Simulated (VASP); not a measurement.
ScRu3, 4 atoms in the cell. It takes space group Pm-3m (No. 221, cubic). Conventional cell: a = 4.051 Å, b = 4.051 Å, c = 4.051 Å, α = 90.00°, β = 90.00°, γ = 90.00°. Sc (site symmetry m-3m) has 6 Ru at 2.03 Å within 2.7 Å. Within 2.7 Å of Ru (site symmetry 4/mmm) lie 2 Sc at 2.03 Å. 

- Program: VASP 6.6.1
- Task: single point
- Functional: PBE
- Potentials or basis: VASP PAW PBE potentials, release 64 (Sc_sv, Ru_pv)
- Cutoff: 520 eV
- k mesh: 4 × 4 × 4
- Occupations: gaussian, width 0.1 eV
- Spin: no spin polarisation
- Dipole correction: no
- Further INCAR settings: ALGO = Normal; EDIFF = 1e-06; NBANDS = 34

Potentials or basis: VASP PAW PBE potentials, release 64 (Sc_sv, Ru_pv).

The run is started by

```sh
$ cat potpaw_PBE.64/Sc_sv/POTCAR potpaw_PBE.64/Ru_pv/POTCAR > POTCAR
$ mpirun -np 1 vasp_std > vasp.out
```

Hardware: 1 thread of AMD EPYC 7R13 Processor (Zen 3), on a shared host.

Task: Estimate the wall time of this run.

Result: Wall time 24 s on 1 thread of AMD EPYC 7R13 Processor (Zen 3) (shared host), peak memory 0.14 GiB. Counts: scf iterations 14, k points 10.
